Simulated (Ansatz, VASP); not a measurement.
## One calculation of Ta, two programs

```xyz
2
Lattice="2.8385 0.0000 0.0000 -1.4193 2.4582 0.0000 0.0000 0.0000 5.0659" Properties=species:S:1:pos:R:3 pbc="T T T"
Ta    1.4193    0.8194    3.7994
Ta    0.0000    1.6388    1.2665
```

Alike in both runs: functional LDA; k mesh 18 × 18 × 8; occupations gaussian, width 0.1 eV; no spin polarisation.

Ansatz relaxed the structure, and its values are those at the end. VASP's run is a single point on that final structure, the one shown.

|  | VASP | Ansatz |
| --- | --- | --- |
| version | VASP 6.6.1 | Ansatz 0.2.0 |
| potentials or method | VASP PAW LDA potentials, release 64 (Ta_pv), cutoff 520 eV | scalar-relativistic, plane waves, PAW |
| valence electrons in the cell | 22 | 26 |

```csv
,VASP,Ansatz,Ansatz less VASP
gap on the k mesh at the Fermi level (eV),none,none,-
pressure (GPa),0.8,0.0,-0.76
```

LDA's correlation is that of Perdew and Zunger in VASP and of Perdew and Wang (1992) in Ansatz. A gap of «none» marks a metal or a gap that the smearing closes. VASP's potentials hold 22 valence electrons a cell and Ansatz's 26, so a difference there can come from the potentials and not from the codes.

Spin-orbit coupling is off throughout.
